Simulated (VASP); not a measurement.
# Ga16IO23 (a cell with a defect) in VASP: single point with PBE

Aim: the single point of Ga16IO23 (a cell with a defect) with PBE.

Program: VASP 6.6.1. These are calculated values, not measurements. Logs are shortened: lines on timing, memory, paths and dates and some standing lists are left out, and cuts for length are marked.

## (1) The cell of the first run

The cell holds a defect, 40 atoms: a = 6.780 Å, b = 8.471 Å, c = 8.401 Å, α = 47.38°, β = 66.85°, γ = 65.77°.

## (2) Single point, PBE

Input file INCAR:

```
PREC     = Accurate       # precision mode
ENCUT    = 520            # plane-wave cutoff, eV
EDIFF    = 1E-6           # SCF threshold, eV
ISMEAR   = -1             # smearing method
SIGMA    = 0.01           # smearing width, eV
LREAL    = Auto         
LASPH    = T              # aspherical terms in the spheres
NELM     = 100            # most SCF steps
ALGO     = Normal         # electronic algorithm
ISIF     = 2              # what is computed and relaxed
LWAVE    = F              # write WAVECAR
LCHARG   = F              # write CHGCAR
GGA      = PE             # functional
NELECT   = 352.0        
NBANDS   = 202            # bands
```

Input file KPOINTS:

```
Automatic mesh
0
Gamma
  3 3 3
```

Input file POSCAR:

```
Ga16IO23
1.0
    0.0000000000      4.7320000000      4.8550000000
    6.9420000000      0.0000000000      4.8550000000
    6.9420000000      4.7320000000      0.0000000000
Ga O I
16 23 1
Direct
    0.3360410438      0.7076179517      0.4132689672
    0.8219603630      0.1898101434      0.9219368492
    0.5637768524      0.4110220963      0.1947746909
    0.0290827777      0.9293191348      0.6948118237
    0.1719368492      0.3162926444      0.5719603630
    0.6632689672      0.7930720372      0.0860410438
    0.4447746909      0.0804263604      0.3137768524
    0.9448118237      0.5967862638      0.7790827777
    0.1733401150      0.7142431505      0.0769856516
    0.6576786616      0.3075384566      0.5830621001
    0.9450631230      0.0691792518      0.3038264866
    0.4659166309      0.6060670926      0.7837802814
    0.3269856516      0.2854310829      0.9233401150
    0.8330621001      0.7017207817      0.4076786616
    0.0337802814      0.3942359950      0.2159166309
    0.5538264866      0.9319311386      0.6950631230
    0.9340883480      0.1774213440      0.6720609866
    0.4230925485      0.6494829779      0.1905919229
    0.7110282130      0.1791449276      0.1677628999
    0.2251120782      0.6629837692      0.6816006775
    0.4405919229      0.9868325507      0.1730925485
    0.9220609866      0.4664293214      0.6840883480
    0.4177628999      0.1920639595      0.4610282130
    0.9316006775      0.6803034751      0.9751120782
    0.5829283924      0.3603494614      0.7980067696
    0.0609522141      0.8040436638      0.3584969524
    0.7723099876      0.3063205928      0.3473628235
    0.2870545425      0.8421476302      0.7899936351
    0.0480067696      0.5087153767      0.3329283924
    0.6084969524      0.0265071697      0.8109522141
    0.0399936351      0.3308041922      0.0370545425
    0.5973628235      0.8240065961      0.5223099876
    0.6444747174      0.6055252826      0.3944747174
    0.3350789213      0.4149210787      0.0850789213
    0.8489160815      0.9010839185      0.5989160815
    0.8543140831      0.8899580542      0.0985415810
    0.3485415810      0.4071862817      0.6043140831
    0.1511812372      0.0882688448      0.3992362031
    0.6492362031      0.6113137149      0.9011812372
    0.2005077653      0.0494922347      0.9505077653
```

Potentials or basis: VASP PAW PBE potentials, release 64 (Ga_d, O, I).

Command:

```sh
$ cat potpaw_PBE.64/Ga_d/POTCAR potpaw_PBE.64/O/POTCAR potpaw_PBE.64/I/POTCAR > POTCAR
$ mpirun -np 1 vasp_std > vasp.out
```

OUTCAR:

```text
PREC = Accurate
   ENCUT = 520
   EDIFF = 1E-6
   ISMEAR = -1
   LREAL = Auto
   LASPH = T
   NELM = 100
   ISIF = 2
   GGA = PE
   NELECT = 352.0

 ion  position               nearest neighbor table
   1  0.336  0.708  0.413-  26 1.81  37 1.86  20 1.88  33 1.89  21 1.99  18 2.06   6 2.61  10 2.85
                            40 3.12
   2  0.822  0.190  0.922-  25 1.78  36 1.84  19 1.85  22 1.96  17 1.99  40 2.38   5 2.79  10 2.84

   3  0.564  0.411  0.195-  27 1.81  39 1.82  18 1.83  23 1.89  19 1.93  34 2.07   7 2.63   9 2.76
                            11 2.83  12 2.88
   4  0.029  0.929  0.695-  17 1.82  38 1.85  35 1.86  28 1.87  24 1.90  20 2.15   8 2.66   9 2.77
                            11 2.86
   5  0.172  0.316  0.572-  29 1.78  37 1.84  23 1.85  17 1.96  22 1.99  40 2.38   2 2.79  14 2.84
[... 25 lines left out ...]
  19  0.711  0.179  0.168-   2 1.85  11 1.86   7 1.89   3 1.93
  20  0.225  0.663  0.682-  12 1.88   1 1.88   8 1.90   4 2.15  13 2.31
  21  0.441  0.987  0.173-   7 1.83  13 1.97   1 1.99   6 2.06  40 2.60
  22  0.922  0.466  0.684-   8 1.82  14 1.89   2 1.96   5 1.99
  23  0.418  0.192  0.461-   5 1.85  16 1.86   3 1.89   7 1.93
  24  0.932  0.680  0.975-  15 1.88   6 1.88   4 1.90   8 2.15   9 2.31
  25  0.583  0.360  0.798-  13 1.76   2 1.78  12 1.83  10 1.98
  26  0.061  0.804  0.358-   1 1.81  11 1.82  14 1.85  40 2.53
  27  0.772  0.306  0.347-   3 1.81  10 1.83  15 1.83  11 2.07
  28  0.287  0.842  0.790-   9 1.81   4 1.87  12 1.89  16 1.91  40 2.64
  29  0.048  0.509  0.333-   9 1.76   5 1.78  15 1.83  14 1.98
  30  0.608  0.027  0.811-   6 1.81  16 1.82  10 1.85  40 2.53
  31  0.040  0.331  0.037-  13 1.81   8 1.87  15 1.89  11 1.91  40 2.64
  32  0.597  0.824  0.522-   7 1.81  14 1.83  12 1.83  16 2.07
  33  0.644  0.606  0.394-  14 1.84  10 1.84   1 1.89   6 1.89
  34  0.335  0.415  0.085-  12 1.92  15 1.92   3 2.07   7 2.07  13 2.28   9 2.28
  35  0.849  0.901  0.599-  11 1.82  16 1.82   4 1.86   8 1.86
  36  0.854  0.890  0.099-   2 1.84   6 1.86  14 1.90   9 2.08  40 2.63
  37  0.349  0.407  0.604-   5 1.84   1 1.86  10 1.90  13 2.08  40 2.63
  38  0.151  0.088  0.399-   7 1.82   4 1.85  15 1.89  11 1.97
  39  0.649  0.611  0.901-   3 1.82   8 1.85  12 1.89  16 1.97
  40  0.201  0.049  0.951-   9 2.33  13 2.33   2 2.38   5 2.38  26 2.53  30 2.53  18 2.60  21 2.60
                            36 2.63  37 2.63  28 2.64  31 2.64  11 2.87  16 2.87   1 3.12   6 3.12

  LATTYP: Found a face centered orthorhombic cell.
 ALAT       =     9.4640000000
 B/A-ratio  =     1.0259932375
 C/A-ratio  =     1.4670329670

  Lattice vectors:

 A1 = (  -6.9420000000,   0.0000000000,  -4.8550000000)
 A2 = (  -6.9420000000,   4.7320000000,   0.0000000000)
 A3 = (   0.0000000000,   4.7320000000,  -4.8550000000)

Analysis of symmetry for initial positions (statically):
[... 198 lines left out ...]
   PSTRESS=    0.0 pullay stress
   NELECT =     352.0000    total number of electrons
   NUPDOWN=      -1.0000    fix difference up-down
   EMIN   =  10.00;   EMAX   =-10.00  energy-range for DOS
   EFERMI =   0.00;   METHOD = LEGACY
   ISMEAR =    -1;   SIGMA  =   0.01  broadening in eV -4-tet -1-fermi 0-gaus
   EFERMI_NEDOS =   21; number of points for ismear=-14 and -15
   IALGO  =     38    algorithm
   IMIX   =      4    mixing-type and parameters
     AMIX     =   0.40;   BMIX     =  1.00
     AMIX_MAG =   1.60;   BMIX_MAG =  1.00
  volume/ion in A,a.u.               =       7.97        53.81
  Fermi-wavevector in a.u.,A,eV,Ry     =   1.691763  3.196969 38.940719  2.862062
  Thomas-Fermi vector in A             =   2.773471
   LORBIT       =      0    0 simple, 1 ext, 2 COOP (PROOUT), +10 PAW based schemes
   GGA     = PE    functional components
   LHFCALC =     F    Hartree Fock is set to
   AEXX    =    0.0000 exact exchange contribution
   IVDW    =     0    specifies the selected vdW correction
   LEPSILON=     F    determine dielectric tensor
   LRPA    =     F    only Hartree local field effects (RPA)
 non-spin polarized calculation
  energy-cutoff  :      520.00
  volume of cell :      318.97
 maximum number of plane-waves:      8619
 NGX is ok and might be reduce to    50
   NGX = 25   NGY = 31   NGZ = 31

 number of electron     352.0000011 magnetization

 Free energy of the ion-electron system (eV)
  ---------------------------------------------------
  ext. energy  EPLUGINS =         0.00000000
  ---------------------------------------------------
  free energy    TOTEN  =      -212.37885010 eV

  energy without entropy =     -212.37885010  energy(sigma->0) =     -212.37885010

 E-fermi :   9.8419     XC(G=0): -13.5772

 val. band max:        9.5577621766   @ k =   0.3333   0.0000   0.3333
 cond. band min:      12.1685443663   @ k =   0.0000   0.0000   0.0000
 fundamental gap:      2.6107821897
 Fermi energy:         9.8419006921

 k-point     1 :       0.0000    0.0000    0.0000
  band No.  band energies     occupation
      1     -13.1100      2.00000
      2     -11.8913      2.00000
      3     -11.8273      2.00000
      4     -11.6016      2.00000
      5     -11.2726      2.00000
      6     -11.2261      2.00000
[... 1899 lines left out ...]
    187      16.2240      0.00000
    188      16.4076      0.00000
 [bands above 188 left out]

------------------------ aborting loop because EDIFF is reached ----------------------------------------

  FORCE on cell =-STRESS in cart. coord.  units (eV):
  Direction    XX          YY          ZZ          XY          YZ          ZX
  --------------------------------------------------------------------------------------
  -------------------------------------------------------------------------------------
  Total      158.5546133    155.6432691    165.4635644      0.0000000      0.0000000      1.0860506
  in kB      796.4176755    781.7940327    831.1212430      0.0000000      0.0000000      5.4552172
  external PRESSURE =     803.1109837 kB  Pullay stress =       0.0000000 kB

 VOLUME and BASIS-vectors are now :
 -----------------------------------------------------------------------------
  energy-cutoff  :      520.00
  volume of cell :      318.97
      direct lattice vectors                 reciprocal lattice vectors
     0.000000000  4.732000000  4.855000000    -0.072025353  0.105663567  0.102986612
     6.942000000  0.000000000  4.855000000     0.072025353 -0.105663567  0.102986612
     6.942000000  4.732000000  0.000000000     0.072025353  0.105663567 -0.102986612

 POSITION                                       TOTAL-FORCE (eV/Angst)
 -----------------------------------------------------------------------------------
      7.78120      3.54573      5.06696         0.049640     -0.037503     -0.025636
      7.71775      8.25212      4.91215         0.000995      0.021441      0.005311
      4.20544      3.58947      4.73265         0.025545      0.021569      0.052301
     11.27472      3.42547      4.65304         0.023445     -0.026236      0.004850
      6.16625      3.52012      2.37035        -0.000995      0.021441     -0.005311
      6.10280      3.54573      7.07054        -0.049640     -0.037503      0.025636
[... 32 lines left out ...]
     10.49974      7.33658      6.11997         0.020458      0.046201     -0.031287
      6.94200      5.44661      1.21375         0.000000      0.024462      0.000000
 -----------------------------------------------------------------------------------
    total drift:                               -0.000158     -0.002053      0.000155

  FREE ENERGIE OF THE ION-ELECTRON SYSTEM (eV)
  ---------------------------------------------------
  free  energy   TOTEN  =      -212.3788500998 eV

  energy  without entropy=     -212.3788500998  energy(sigma->0) =     -212.37885010
```

Wall time 54 min (1 thread of Intel Xeon Platinum 8559C (Emerald Rapids), shared host); peak memory 0.72 GiB.

Results:

| Property | Result |
| --- | --- |
| Free energy | -212.3789 eV |
| Largest force | 0.074 eV/Å |

Forces in eV/Å, atoms in the order of the input:
```
Ga   0.050 -0.038 -0.026
Ga   0.001  0.021  0.005
Ga   0.026  0.022  0.052
Ga   0.023 -0.026  0.005
Ga  -0.001  0.021 -0.005
Ga  -0.050 -0.038  0.026
Ga  -0.026  0.022 -0.052
Ga  -0.023 -0.026 -0.005
Ga   0.055 -0.033  0.020
Ga  -0.054 -0.004  0.009
Ga  -0.014  0.007 -0.039
Ga  -0.066 -0.008  0.033
Ga  -0.055 -0.033 -0.020
Ga   0.054 -0.004 -0.009
Ga   0.066 -0.008 -0.033
Ga   0.014  0.007  0.039
O   -0.018  0.017 -0.001
O    0.017  0.009 -0.005
O   -0.025 -0.010 -0.001
O    0.006  0.011 -0.009
O   -0.017  0.009  0.005
O    0.018  0.017  0.001
O    0.025 -0.010  0.001
O   -0.006  0.011  0.009
O    0.021  0.033 -0.034
O   -0.035  0.007  0.029
O    0.020 -0.021 -0.013
O    0.030 -0.010  0.011
O   -0.021  0.033  0.034
O    0.035  0.007 -0.029
O   -0.030 -0.010 -0.011
O   -0.020 -0.021  0.013
O    0.000  0.011  0.000
O    0.000 -0.005  0.000
O    0.000 -0.041  0.000
O    0.023 -0.019  0.024
O   -0.023 -0.019 -0.024
O   -0.020  0.046  0.031
O    0.020  0.046 -0.031
I    0.000  0.024  0.000
```

Caveat: the cell carries a net charge on a neutralising background, which shifts energy and pressure; the cell is charged against a uniform background, so pressure and absolute levels hang on convention; spin-orbit coupling is left out, which moves the levels of the heavy elements.
